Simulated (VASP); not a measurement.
# Co (P6_3/mmc) in VASP: further runs

Aim: see how the results for Co move with the level of theory and the settings. Levels: r2SCAN, PBEsol+D4. Tasks: relaxation of cell and atoms.

Everything below comes from runs of VASP 6.6.1. Logs are shortened: lines on timing, memory, paths and dates and some standing lists are left out, and cuts for length are marked.

## (1) The cell of the first run

Symmetry: P6_3/mmc, No. 194, hexagonal system. Conventional cell: a = 2.472 Å, b = 2.472 Å, c = 4.021 Å, α = 90.00°, β = 90.00°, γ = 120.00°. Co (site symmetry -6m2) has 12 Co at 2.47 Å within 3.3 Å.

## (2) Relaxation of cell and atoms, r2SCAN, collinear spin, ferromagnetic start, target pressure 10 GPa, at which the enthalpy is minimised

File POSCAR:

```
Co
1.0
    2.4719999032      0.0000000000      0.0000000000
   -1.2359999516      2.1408147143      0.0000000000
    0.0000000000      0.0000000000      4.0211440800
Co
2
Direct
    0.6666666667      0.3333333333      0.7500000000
    0.3333333333      0.6666666667      0.2500000000
```

File INCAR.step1:

```
SYSTEM = Co
PREC = Accurate ; ENCUT = 600
ISMEAR = -1 ; SIGMA = 0.05
LREAL = .FALSE. ; LASPH = .TRUE.
NELM = 150 ; ISPIN = 2
MAGMOM = 2 2 ; LMAXMIX = 4
GGA = PE ; ALGO = Normal
EDIFF = 1E-4 ; LWAVE = .TRUE.
LCHARG = .FALSE.
```

File INCAR.step2:

```
SYSTEM = Co
PREC = Accurate ; ENCUT = 600
EDIFF = 1E-7 ; ISMEAR = -1
SIGMA = 0.05 ; LREAL = .FALSE.
LASPH = .TRUE. ; NELM = 150
ALGO = Normal ; ISIF = 3
LWAVE = .FALSE. ; LCHARG = .FALSE.
ISPIN = 2 ; MAGMOM = 2 2
LORBIT = 11 ; LMAXMIX = 4
METAGGA = R2SCAN ; LMIXTAU = .TRUE.
IBRION = 2 ; NSW = 60
EDIFFG = -0.01 ; PSTRESS = 100.0
ISTART = 1
```

File KPOINTS:

```
regular mesh
0
G
  12 12 7
  0 0 0
```

Potentials or basis: VASP PAW PBE potentials, release 64 (Co).

Run with:

```console
> cat potpaw_PBE.64/Co/POTCAR > POTCAR
> cp INCAR.step1 INCAR
> mpirun -np 1 vasp_std > vasp.out
> cp INCAR.step2 INCAR
> mpirun -np 1 vasp_std > vasp.out
```

OUTCAR:

```text
SYSTEM = Co
   PREC = Accurate
   ENCUT = 600
   EDIFF = 1E-7
   ISMEAR = -1
   LREAL = .FALSE.
   LASPH = .TRUE.
   NELM = 150
   ISIF = 3
   ISPIN = 2
   LORBIT = 11
   METAGGA = R2SCAN
   IBRION = 2
   NSW = 60
   EDIFFG = -0.01
   PSTRESS = 100.0
   ISTART = 1

 ion  position               nearest neighbor table
   1  0.667  0.333  0.750-   2 2.47   2 2.47   2 2.47   2 2.47   2 2.47   2 2.47
   2  0.333  0.667  0.250-   1 2.47   1 2.47   1 2.47   1 2.47   1 2.47   1 2.47

  LATTYP: Found a hexagonal cell.
 ALAT       =     2.4719999032
 C/A-ratio  =     1.6266764715

  Lattice vectors:

 A1 = (   2.4719999032,   0.0000000000,   0.0000000000)
 A2 = (  -1.2359999516,   2.1408147143,   0.0000000000)
 A3 = (   0.0000000000,   0.0000000000,   4.0211440800)

Analysis of symmetry for initial positions (statically):
=====================================================================
 Subroutine PRICEL returns:
 Original cell was already a primitive cell.

 Routine SETGRP: Setting up the symmetry group for a
 hexagonal supercell.

 Subroutine GETGRP returns: Found 24 space group operations
 (whereof 12 operations were pure point group operations)
 out of a pool of 24 trial point group operations.

The static configuration has the point symmetry D_3d.
 The point group associated with its full space group is D_6h.

Analysis of symmetry for dynamics (positions and initial velocities):
=====================================================================
 Subroutine PRICEL returns:
 Original cell was already a primitive cell.

 Routine SETGRP: Setting up the symmetry group for a
 hexagonal supercell.

 Subroutine GETGRP returns: Found 24 space group operations
 (whereof 12 operations were pure point group operations)
 out of a pool of 24 trial point group operations.

The dynamic configuration has the point symmetry D_3d.
 The point group associated with its full space group is D_6h.

Analysis of structural, dynamic, and magnetic symmetry:
=====================================================================
 Subroutine PRICEL returns:
 Original cell was already a primitive cell.

 Routine SETGRP: Setting up the symmetry group for a
 hexagonal supercell.

 Subroutine GETGRP returns: Found 24 space group operations
 (whereof 12 operations were pure point group operations)
 out of a pool of 24 trial point group operations.

The overall configuration has the point symmetry D_3d.
 The point group associated with its full space group is D_6h.

 Subroutine INISYM returns: Found 24 space group operations
 (whereof 12 operations are pure point group operations),
 and found     1 'primitive' translations

----------------------------------------------------------------------------------------

                                     Primitive cell

[... 125 lines left out ...]
 maximum number of plane-waves:       744
 NGX is ok and might be reduce to    20
   NGX =  9   NGY =  9   NGZ = 17

--------------------------------------- Ionic step        1  -------------------------------------------

 number of electron      17.9999997 magnetization       3.5350231

 Free energy of the ion-electron system (eV)
  ---------------------------------------------------
  ext. energy  EPLUGINS =         0.00000000
  ---------------------------------------------------
  free energy    TOTEN  =       -26.42397820 eV

  energy without entropy =      -26.41111044  energy(sigma->0) =      -26.41754432

------------------------ aborting loop because EDIFF is reached ----------------------------------------

  FORCE on cell =-STRESS in cart. coord.  units (eV):
  Direction    XX          YY          ZZ          XY          YZ          ZX
  --------------------------------------------------------------------------------------
  -------------------------------------------------------------------------------------
  Total       -0.0337323     -0.0337323      0.0600190      0.0000000      0.0000000      0.0000000
  in kB       -2.5396853     -2.5396853      4.5187866      0.0000000      0.0000000      0.0000000
  external PRESSURE =    -100.1868613 kB  Pullay stress =     100.0000000 kB
[... 177 lines left out ...]
--------------------------------------- Ionic step        6  -------------------------------------------

 number of electron      18.0000002 magnetization       3.4287436

 Free energy of the ion-electron system (eV)
  ---------------------------------------------------
  ext. energy  EPLUGINS =         0.00000000
  ---------------------------------------------------
  free energy    TOTEN  =       -26.39736482 eV

  energy without entropy =      -26.38423824  energy(sigma->0) =      -26.39080153

 E-fermi :  11.2099     XC(G=0): -15.0985

 val. band max:       11.2034611337   @ k =   0.1667   0.0000   0.1429
 cond. band min:      11.2128482870   @ k =   0.0833   0.0833   0.1429
 fundamental gap:      0.0093871533
 Fermi energy:        11.2098558635

 spin component 1

 k-point     1 :       0.0000    0.0000    0.0000
  band No.  band energies     occupation
      1       1.4985      1.00000
      2       5.1611      1.00000
      3       7.7573      1.00000
      4       7.7926      1.00000
      5       7.7926      1.00000
      6       8.1267      1.00000
      7       8.1268      1.00000
      8       8.4961      1.00000
      9       8.4961      1.00000
     10       9.6862      1.00000
     11       9.6863      1.00000
     12      10.9294      0.99635
     13      17.9351      0.00000
     14      34.4793      0.00000
[... 403 lines left out ...]
      4       7.1113      1.00000
      5       7.8725      1.00000
      6       7.8947      1.00000
      7       8.4495      1.00000
      8       9.3339      1.00000
      9       9.3859      1.00000
     10       9.5265      1.00000
     11       9.8535      1.00000
     12      15.6413      0.00000
     13      20.5110      0.00000
     14      22.2719      0.00000
     15      27.6948      0.00000

 [... further k-points ...]

 spin component 2

 k-point     1 :       0.0000    0.0000    0.0000
  band No.  band energies     occupation
      1       0.9287      1.00000
      2       6.3215      1.00000
      3      10.1506      1.00000
      4      10.2249      1.00000
      5      10.2249      1.00000
      6      10.4101      1.00000
      7      10.6486      0.99999
      8      10.6486      0.99999
      9      11.1715      0.68285
     10      11.1715      0.68284
     11      12.5535      0.00000
     12      12.5535      0.00000
     13      19.3878      0.00000
     14      34.2360      0.00000
[... 448 lines left out ...]
  energy  without entropy=      -26.3842382401  energy(sigma->0) =      -26.39080153

  enthalpy is  TOTEN    =       -25.1238579068 eV   P V=        1.2735069167

 reached required accuracy - stopping structural energy minimisation

 total charge

# of ion       s       p       d       tot
------------------------------------------
    1        0.537   0.617   7.271   8.425
    2        0.537   0.617   7.271   8.425
--------------------------------------------------
tot          1.074   1.233  14.543  16.849

 magnetization (x)

# of ion       s       p       d       tot
------------------------------------------
    1       -0.013  -0.088   1.864   1.763
    2       -0.013  -0.088   1.864   1.763
--------------------------------------------------
tot         -0.026  -0.176   3.729   3.527
```

OUTCAR.step1:

```text
SYSTEM = Co
   PREC = Accurate
   ENCUT = 600
   ISMEAR = -1
   LREAL = .FALSE.
   LASPH = .TRUE.
[... 1110 lines left out ...]
      1.23600      0.71360      3.01586        -0.000000      0.000000      0.000000
     -0.00000      1.42721      1.00529         0.000000     -0.000000      0.000000
 -----------------------------------------------------------------------------------
    total drift:                                0.000000     -0.000000     -0.000000

  FREE ENERGIE OF THE ION-ELECTRON SYSTEM (eV)
  ---------------------------------------------------
  free  energy   TOTEN  =       -14.0679452387 eV

  energy  without entropy=      -14.0521268517  energy(sigma->0) =      -14.06003605
```

Wall time 8.8 min (1 thread of AMD EPYC 9R45 (Zen 5), shared host); peak memory 0.16 GiB.

Results:

```
Free energy                                                : -26.3974 eV
Relaxed volume                                             : 10.20 Å³/atom
Relaxed cell                                               : a = 2.440 Å, b = 2.440 Å, c = 3.957 Å, α = 90.00°, β = 90.00°, γ = 120.00°
Space group after relaxing (to 0.1 Å)                      : P6_3/mmc (No. 194)
Energy change on relaxing (the run minimises the enthalpy) : +13.3 meV/atom
Ionic steps                                                : 6
Pressure after relaxing                                    : 10.1 GPa
Net moment                                                 : 3.43 μB per cell
Site moments                                               : Co +1.76 μB
Valence electrons inside the program's atomic spheres      : Co 8.43
```

Step by step:
```tsv
step	energy change (eV)	largest force (eV/Å)	pressure (GPa)	volume (Å³)
1	0.0000	0.0000	-0.02	21.28
2	0.1546	0.0000	27.75	19.30
3	0.0251	0.0000	9.85	20.43
4	0.0261	0.0000	10.07	20.41
5	0.0265	0.0000	10.09	20.41
6	0.0266	0.0000	10.10	20.40
```

Final structure:
```cif
data_structure
_symmetry_space_group_name_H-M 'P 1'
_symmetry_Int_Tables_number 1
_cell_length_a 2.4402
_cell_length_b 2.4402
_cell_length_c 3.9567
_cell_angle_alpha 90.000
_cell_angle_beta 90.000
_cell_angle_gamma 120.000
_cell_volume 20.40
loop_
_atom_site_label
_atom_site_type_symbol
_atom_site_fract_x
_atom_site_fract_y
_atom_site_fract_z
_atom_site_occupancy
Co1 Co 0.66667 0.33333 0.75000 1
Co2 Co 0.33333 0.66667 0.25000 1
```

Caveat: the cell is relaxed towards a set pressure, so the run minimises the enthalpy, not the energy; the PAW data sets were made with another functional, which shifts forces and pressure a little.

## (3) Relaxation of cell and atoms, PBEsol+D4, collinear spin, ferromagnetic start

File INCAR:

```
  PREC = Accurate
  ENCUT = 600
  EDIFF = 1E-6
  ISMEAR = -1
  SIGMA = 0.05
  LREAL = False
  LASPH = True
  NELM = 150
  ALGO = Normal
  ISIF = 3
  LWAVE = False
  LCHARG = False
  ISPIN = 2
  MAGMOM = 2 2
  LORBIT = 11
  LMAXMIX = 4
  GGA = PS
  IVDW = 13
  IBRION = 2
  NSW = 60
  EDIFFG = -0.01
```

File KPOINTS:

```
Automatic mesh
0
Gamma
  12 12 7
```

POSCAR is that of step 2.

Potentials or basis: VASP PAW PBE potentials, release 64 (Co).

Run with:

```console
> cat potpaw_PBE.64/Co/POTCAR > POTCAR
> mpirun -np 1 vasp_std > vasp.out
```

It took 2 min on 1 thread of Intel Xeon Platinum 8488C (Sapphire Rapids), shared host; peak memory 0.18 GiB.

The run converged. Its results:

```yaml
Free_energy: -15.9952 eV
Relaxed_volume: 10.16 Å³/atom
Relaxed_cell: a = 2.440 Å, b = 2.440 Å, c = 3.938 Å, α = 90.00°, β = 90.00°, γ = 120.00°
Space_group_after_relaxing_to_0.1_Å: P6_3/mmc (No. 194)
Energy_gained_by_relaxing: 16.2 meV/atom
Ionic_steps: 5
Pressure_after_relaxing: 0.1 GPa
Net_moment: 3.06 μB per cell
Site_moments: Co +1.53 μB
Valence_electrons_inside_the_program's_atomic_spheres: Co 8.41
Dispersion_energy_per_atom: -0.262 eV
```

Step by step:
```csv
step,energy change (eV),largest force (eV/Å),pressure (GPa),volume (Å³)
1,0.0000,0.0000,-10.11,21.28
2,0.0144,0.0000,15.38,19.28
3,-0.0323,0.0000,-0.01,20.33
4,-0.0323,0.0000,0.14,20.31
5,-0.0325,0.0000,0.11,20.31
```

Final structure:
```xyz
2
Lattice="2.4405 0.0000 0.0000 -1.2202 2.1135 0.0000 0.0000 0.0000 3.9383" Properties=species:S:1:pos:R:3 pbc="T T T"
Co    1.2202    0.7045    2.9538
Co    0.0000    1.4090    0.9846
```

Levels at points of the mesh, in eV from the Fermi level:
Spin up:
| k point | band 8 | band 9 | band 10 | band 11 | band 12 | band 13 |
| --- | --- | --- | --- | --- | --- | --- |
| (0.00, 0.00, 0.00) | -1.90 | -1.90 | -0.67 | -0.67 | -0.14 | 6.99 |
| (0.50, 0.00, 0.00) | -0.53 | -0.41 | -0.36 | 1.51 | 3.66 | 10.21 |
Spin down:
```tsv
k point	band 4	band 5	band 6	band 7	band 8	band 9	band 10	band 11
(0.00, 0.00, 0.00)	-1.11	-1.11	-0.70	-0.70	-0.25	-0.25	-0.11	1.10
(0.50, 0.00, 0.00)	-1.98	-1.29	-1.16	-0.71	1.24	1.40	1.42	2.73
```

Caveat: the PAW data sets were made with another functional, which shifts forces and pressure a little.
